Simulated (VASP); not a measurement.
# Mo3W (Fm-3m) in VASP: notebook, part 2 of 3

VASP 6.6.1. Earlier steps stand in the parts before.

**3. Single point, PBE**

This run uses another cell than the first one, of 15.91 Å³/atom.

The input, INCAR:

```
SYSTEM = Mo3W
PREC = Accurate
ENCUT = 520
EDIFF = 1E-7
ISMEAR = 0
SIGMA = 0.1
LREAL = .False.
LASPH = .True.
NELM = 60
ALGO = Normal
ISIF = 2
LWAVE = .False.
LCHARG = .False.
GGA = PE
NBANDS = 36
```

The input, KPOINTS:

```
regular mesh
0
Gamma
  4 4 4
  0 0 0
```

The input, POSCAR:

```
Mo3W
1.0
    0.0000000000      3.1686524050      3.1686524050
    3.1686524050      0.0000000000      3.1686524050
    3.1686524050      3.1686524050      0.0000000000
Mo W
3 1
Direct
    0.7500000000      0.7500000000      0.7500000000
    0.2500000000      0.2500000000      0.2500000000
    0.0000000000      0.0000000000      0.0000000000
    0.5000000000      0.5000000000      0.5000000000
```

Potentials or basis: VASP PAW PBE potentials, release 64 (Mo_sv, W_sv).

Launch:

```sh
$ cat potpaw_PBE.64/Mo_sv/POTCAR potpaw_PBE.64/W_sv/POTCAR > POTCAR
$ mpirun -np 1 vasp_std > vasp.out
```

OUTCAR:

```text
SYSTEM = Mo3W
   PREC = Accurate
   ENCUT = 520
   EDIFF = 1E-7
   ISMEAR = 0
   LREAL = .False.
   LASPH = .True.
   NELM = 60
   ISIF = 2
   GGA = PE

 ion  position               nearest neighbor table
   1  0.750  0.750  0.750-   4 2.74   3 2.74   4 2.74   3 2.74   4 2.74   4 2.74   3 2.74   3 2.74
                             2 3.17   2 3.17   2 3.17   2 3.17   2 3.17   2 3.17
   2  0.250  0.250  0.250-   3 2.74   3 2.74   4 2.74   4 2.74   3 2.74   3 2.74   4 2.74   4 2.74
                             1 3.17   1 3.17   1 3.17   1 3.17   1 3.17   1 3.17
   3  0.000  0.000  0.000-   1 2.74   1 2.74   2 2.74   2 2.74   1 2.74   1 2.74   2 2.74   2 2.74
                             4 3.17   4 3.17   4 3.17   4 3.17   4 3.17   4 3.17
   4  0.500  0.500  0.500-   2 2.74   1 2.74   2 2.74   1 2.74   2 2.74   2 2.74   1 2.74   1 2.74
                             3 3.17   3 3.17   3 3.17   3 3.17   3 3.17   3 3.17

  LATTYP: Found a face centered cubic cell.
 ALAT       =     6.3373048100

  Lattice vectors:

 A1 = (   0.0000000000,   3.1686524050,   3.1686524050)
 A2 = (   3.1686524050,   0.0000000000,   3.1686524050)
 A3 = (   3.1686524050,   3.1686524050,   0.0000000000)

Analysis of symmetry for initial positions (statically):
=====================================================================
 Subroutine PRICEL returns:
 Original cell was already a primitive cell.

 Routine SETGRP: Setting up the symmetry group for a
 face centered cubic supercell.

 Subroutine GETGRP returns: Found 48 space group operations
 (whereof 48 operations were pure point group operations)
 out of a pool of 48 trial point group operations.

The static configuration has the point symmetry O_h .

Analysis of symmetry for dynamics (positions and initial velocities):
=====================================================================
 Subroutine PRICEL returns:
 Original cell was already a primitive cell.

 Routine SETGRP: Setting up the symmetry group for a
 face centered cubic supercell.

 Subroutine GETGRP returns: Found 48 space group operations
 (whereof 48 operations were pure point group operations)
 out of a pool of 48 trial point group operations.

The dynamic configuration has the point symmetry O_h .

 Subroutine INISYM returns: Found 48 space group operations
 (whereof 48 operations are pure point group operations),
 and found     1 'primitive' translations

----------------------------------------------------------------------------------------

                                     Primitive cell

  volume of cell :      63.6288

  direct lattice vectors                    reciprocal lattice vectors
     0.000000000  3.168652405  3.168652405    -0.157795787  0.157795787  0.157795787
     3.168652405  0.000000000  3.168652405     0.157795787 -0.157795787  0.157795787
     3.168652405  3.168652405  0.000000000     0.157795787  0.157795787 -0.157795787

  length of vectors
     4.481151206  4.481151206  4.481151206     0.273310320  0.273310320  0.273310320

  position of ions in fractional coordinates (direct lattice)
     0.750000000  0.750000000  0.750000000
     0.250000000  0.250000000  0.250000000
     0.000000000  0.000000000  0.000000000
     0.500000000  0.500000000  0.500000000

  ion indices of the primitive-cell ions
   primitive index   ion index
                 1           1
                 2           2
                 3           3
[... 29 lines left out ...]
            Coordinates               Weight
  0.000000  0.000000  0.000000      1.000000
  0.250000  0.000000  0.000000      8.000000
  0.500000  0.000000  0.000000      4.000000
  0.250000  0.250000  0.000000      6.000000
  0.500000  0.250000  0.000000     24.000000
 -0.250000  0.250000  0.000000     12.000000
  0.500000  0.500000  0.000000      3.000000
 -0.250000  0.500000  0.250000      6.000000
   k-points           NKPTS =      8   k-points in BZ     NKDIM =      8   number of bands    NBANDS=     36
   number of dos      NEDOS =    301   number of ions     NIONS =      4
   total plane-waves  NPLWV =  46656
   dimension x,y,z NGX =    36 NGY =   36 NGZ =   36
   dimension x,y,z NGXF=    72 NGYF=   72 NGZF=   72
   ions per type =               3   1
   NGX,Y,Z   is equivalent  to a cutoff of  13.36, 13.36, 13.36 a.u.
   NGXF,Y,Z  is equivalent  to a cutoff of  26.71, 26.71, 26.71 a.u.
 SYSTEM =  Mo3W
   PREC   = accura    normal or accurate (medium, high low for compatibility)
   ISTART =      0    job   : 0-new  1-cont  2-samecut
   ICHARG =      2    charge: 1-file 2-atom 10-const
   ISPIN  =      1    spin polarized calculation?
   LNONCOLLINEAR =      F non collinear calculations
   LSORBIT =      F    spin-orbit coupling
   LASPH  =      T    aspherical Exc in radial PAW
   ENCUT  =  520.0 eV  38.22 Ry    6.18 a.u.   8.33  8.33  8.33*2*pi/ulx,y,z
   NELM   =     60;   NELMIN=  2; NELMDL= -5     # of ELM steps
   EDIFF  = 0.1E-06   stopping-criterion for ELM
   LREAL  =      F    real-space projection
   EDIFFG = 0.1E-05   stopping-criterion for IOM
   NSW    =      0    number of steps for IOM
   IBRION =     -1    ionic relax: 0-MD 1-quasi-New 2-CG
   NFREE  =      0    steps in history (QN), initial steepest desc. (CG)
   ISIF   =      2    stress and relaxation
   ISYM   =      2    0-nonsym 1-usesym 2-fastsym
   POTIM  = 0.5000    time-step for ionic-motion
   TEBEG  =    0.0;   TEEND  =   0.0 temperature during run
   PSTRESS=    0.0 pullay stress
   NELECT =      56.0000    total number of electrons
   NUPDOWN=      -1.0000    fix difference up-down
   EMIN   =  10.00;   EMAX   =-10.00  energy-range for DOS
   EFERMI =   0.00;   METHOD = LEGACY
   ISMEAR =     0;   SIGMA  =   0.10  broadening in eV -4-tet -1-fermi 0-gaus
   EFERMI_NEDOS =   21; number of points for ismear=-14 and -15
   IALGO  =     38    algorithm
   IMIX   =      4    mixing-type and parameters
     AMIX     =   0.40;   BMIX     =  1.00
     AMIX_MAG =   1.60;   BMIX_MAG =  1.00
  volume/ion in A,a.u.               =      15.91       107.35
  Fermi-wavevector in a.u.,A,eV,Ry     =   1.568867  2.964730 33.488631  2.461345
  Thomas-Fermi vector in A             =   2.670835
   LORBIT       =      0    0 simple, 1 ext, 2 COOP (PROOUT), +10 PAW based schemes
   GGA     = PE    functional components
   LHFCALC =     F    Hartree Fock is set to
   AEXX    =    0.0000 exact exchange contribution
   IVDW    =     0    specifies the selected vdW correction
   LEPSILON=     F    determine dielectric tensor
   LRPA    =     F    only Hartree local field effects (RPA)
 non-spin polarized calculation
 Gauss-broadening in eV      SIGMA  =   0.10
  energy-cutoff  :      520.00
  volume of cell :       63.63
 maximum number of plane-waves:      1724
 NGX is ok and might be reduce to    36
   NGX = 17   NGY = 17   NGZ = 17

 number of electron      56.0000006 magnetization

 Free energy of the ion-electron system (eV)
  ---------------------------------------------------
  ext. energy  EPLUGINS =         0.00000000
  ---------------------------------------------------
  free energy    TOTEN  =       -45.89545776 eV

  energy without entropy =      -45.89379447  energy(sigma->0) =      -45.89462611

 E-fermi :  12.0801     XC(G=0): -13.3774

 val. band max:       11.9339483030   @ k =   0.2500   0.0000   0.0000
 cond. band min:      12.2197145684   @ k =   0.2500   0.2500   0.0000
 fundamental gap:      0.2857662653
 Fermi energy:        12.0801424934

 k-point     1 :       0.0000    0.0000    0.0000
  band No.  band energies     occupation
      1     -61.9956      2.00000
      2     -49.1648      2.00000
      3     -48.9006      2.00000
      4     -48.8500      2.00000
      5     -26.2407      2.00000
      6     -26.2407      2.00000
[... 301 lines left out ...]
     35      15.4338      0.00000
     36      15.5225      0.00000

------------------------ aborting loop because EDIFF is reached ----------------------------------------

  FORCE on cell =-STRESS in cart. coord.  units (eV):
  Direction    XX          YY          ZZ          XY          YZ          ZX
  --------------------------------------------------------------------------------------
  -------------------------------------------------------------------------------------
  Total        0.1876963      0.1876963      0.1876963      0.0000000      0.0000000     -0.0000000
  in kB        4.7262055      4.7262055      4.7262055      0.0000000      0.0000000     -0.0000000
  external PRESSURE =       4.7262055 kB  Pullay stress =       0.0000000 kB

 VOLUME and BASIS-vectors are now :
 -----------------------------------------------------------------------------
  energy-cutoff  :      520.00
  volume of cell :       63.63
      direct lattice vectors                 reciprocal lattice vectors
     0.000000000  3.168652405  3.168652405    -0.157795787  0.157795787  0.157795787
     3.168652405  0.000000000  3.168652405     0.157795787 -0.157795787  0.157795787
     3.168652405  3.168652405  0.000000000     0.157795787  0.157795787 -0.157795787

 POSITION                                       TOTAL-FORCE (eV/Angst)
 -----------------------------------------------------------------------------------
      4.75298      4.75298      4.75298         0.000000     -0.000000     -0.000000
      1.58433      1.58433      1.58433        -0.000000      0.000000      0.000000
      0.00000      0.00000      0.00000        -0.000000     -0.000000     -0.000000
      3.16865      3.16865      3.16865        -0.000000     -0.000000     -0.000000
 -----------------------------------------------------------------------------------
    total drift:                                0.000000      0.000000      0.000000

  FREE ENERGIE OF THE ION-ELECTRON SYSTEM (eV)
  ---------------------------------------------------
  free  energy   TOTEN  =       -45.8954577555 eV

  energy  without entropy=      -45.8937944677  energy(sigma->0) =      -45.89462611
```

It took 24 s on 1 thread of Intel Xeon Platinum 8259CL at 2.50GHz (Skylake/Cascade Lake), shared host; peak memory 0.2 GiB.

Results:

```yaml
Free_energy: -45.8955 eV
Pressure: 0.5 GPa
```

Levels at points of the mesh, in eV from the Fermi level:
| k point | band 24 | band 25 | band 26 | band 27 | band 28 | band 29 | band 30 | band 31 | band 32 | band 33 |
| --- | --- | --- | --- | --- | --- | --- | --- | --- | --- | --- |
| (0.00, 0.00, 0.00) | -2.63 | -2.63 | -1.31 | -1.31 | -1.31 | 1.69 | 1.69 | 2.39 | 2.39 | 2.89 |
| (0.50, 0.00, 0.00) | -2.86 | -2.78 | -2.78 | -2.75 | -2.75 | 1.61 | 1.61 | 2.00 | 2.00 | 2.15 |
| (0.50, 0.50, 0.00) | -2.62 | -0.66 | -0.66 | -0.52 | -0.52 | 0.84 | 1.04 | 1.34 | 1.34 | 1.69 |

Caveat: the k points lie up to 0.43 Å⁻¹ apart; spin-orbit coupling is left out, which moves the levels of the heavy elements.

**4. Single point, PBE**

This run uses another cell than the first one, of 17.82 Å³/atom.

The input, INCAR:

```
PREC     = Accurate       # precision mode
ENCUT    = 520            # plane-wave cutoff, eV
EDIFF    = 1E-7           # SCF threshold, eV
ISMEAR   = 0              # smearing method
SIGMA    = 0.1            # smearing width, eV
LREAL    = False          # projectors in reciprocal space
LASPH    = True           # aspherical terms in the spheres
NELM     = 100            # most SCF steps
ALGO     = Normal         # electronic algorithm
ISIF     = 2              # what is computed and relaxed
LWAVE    = False          # write WAVECAR
LCHARG   = False          # write CHGCAR
GGA      = PE             # functional
NBANDS   = 36             # bands
```

The input, KPOINTS:

```
Automatic mesh
0
Gamma
  4 4 4
```

The input, POSCAR:

```
Mo3W
1.0
    0.0000000000      3.2911726200      3.2911726200
    3.2911726200      0.0000000000      3.2911726200
    3.2911726200      3.2911726200      0.0000000000
Mo W
3 1
Direct
    0.7500000000      0.7500000000      0.7500000000
    0.2500000000      0.2500000000      0.2500000000
    0.0000000000      0.0000000000      0.0000000000
    0.5000000000      0.5000000000      0.5000000000
```

Launch:

```sh
$ cat potpaw_PBE.64/Mo_sv/POTCAR potpaw_PBE.64/W_sv/POTCAR > POTCAR
$ mpirun -np 1 vasp_std > vasp.out
```

Run time: 26 s. Hardware: 1 thread of Intel Xeon Platinum 8259CL at 2.50GHz (Skylake/Cascade Lake), shared host; peak memory 0.21 GiB.

It converged, with:

```yaml
Free_energy: -45.2673 eV
Pressure: -24.2 GPa
Band_gap_on_the_k_mesh: 0.35 eV (least direct gap 0.75 eV)
```

Levels at points of the mesh, in eV from the valence-band top:
```tsv
k point	band 26	band 27	band 28	band 29	band 30	band 31
(0.00, 0.00, 0.00)	-0.99	-0.99	-0.99	1.61	1.61	2.16
(0.50, 0.00, 0.00)	-2.25	-2.22	-2.22	1.52	1.52	1.88
(0.50, 0.50, 0.00)	-0.44	-0.31	-0.31	0.88	1.05	1.14
```

Caveat: the cell stands under tension; spin-orbit coupling is left out, which moves the levels of the heavy elements.

(Part 2 of 3 ends here.)

The gap in the log of VASP goes by the Fermi energy; the results here count the filled bands.